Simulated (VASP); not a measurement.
Set up this calculation in VASP 6.6.1, as the native input.

| Item | Value |
| --- | --- |
| Task | single point |
| Functional | LDA |
| Potentials or basis | VASP PAW LDA potentials, release 64 (Al, P) |
| Cutoff | 500 eV |
| k mesh | 6 × 6 × 6 |
| Occupations | gaussian, width 0.1 eV |
| Spin | no spin polarisation |
| Dipole correction | no |
| Further INCAR settings | ALGO = Normal; EDIFF = 1e-06; NBANDS = 11 |

The structure of AlP lies in POSCAR:

```
AlP
1.0
    0.0000000000      2.7364837100      2.7364837100
    2.7364837100      0.0000000000      2.7364837100
    2.7364837100      2.7364837100      0.0000000000
Al P
1 1
Direct
    0.0000000000      0.0000000000      0.0000000000
    0.2500000000      0.2500000000      0.2500000000
```

One way to write it, as run:

INCAR

```
SYSTEM = AlP
ALGO     = Normal         ! electronic algorithm
EDIFF    = 1E-6           ! SCF threshold, eV
ENCUT    = 500            ! plane-wave cutoff, eV
GGA      = CA             ! functional
GGA_COMPAT= .False.      
ISIF     = 2              ! what is computed and relaxed
ISMEAR   = 0              ! smearing method
LASPH    = .True.         ! aspherical terms in the spheres
LCHARG   = .False.        ! write CHGCAR
LREAL    = .False.        ! projectors in reciprocal space
LWAVE    = .False.        ! write WAVECAR
NBANDS   = 11             ! bands
NELM     = 120            ! most SCF steps
PREC     = Accurate       ! precision mode
SIGMA    = 0.1            ! smearing width, eV
```

KPOINTS

```
k-points
0
Gamma
  6 6 6
  0 0 0
```

Potentials or basis: VASP PAW LDA potentials, release 64 (Al, P).

The run is started by

```bash
$ cat potpaw_LDA.64/Al/POTCAR potpaw_LDA.64/P/POTCAR > POTCAR
$ mpirun -np 1 vasp_std > vasp.out
```

It gave:

| Item | Value |
| --- | --- |
| Pressure | -1.8 GPa |
| Band gap on the k mesh | 1.45 eV (least direct gap 3.06 eV) |

It used 4.9 s of CPU time on 1 thread of AMD EPYC 9R14 (Zen 4) (shared host).
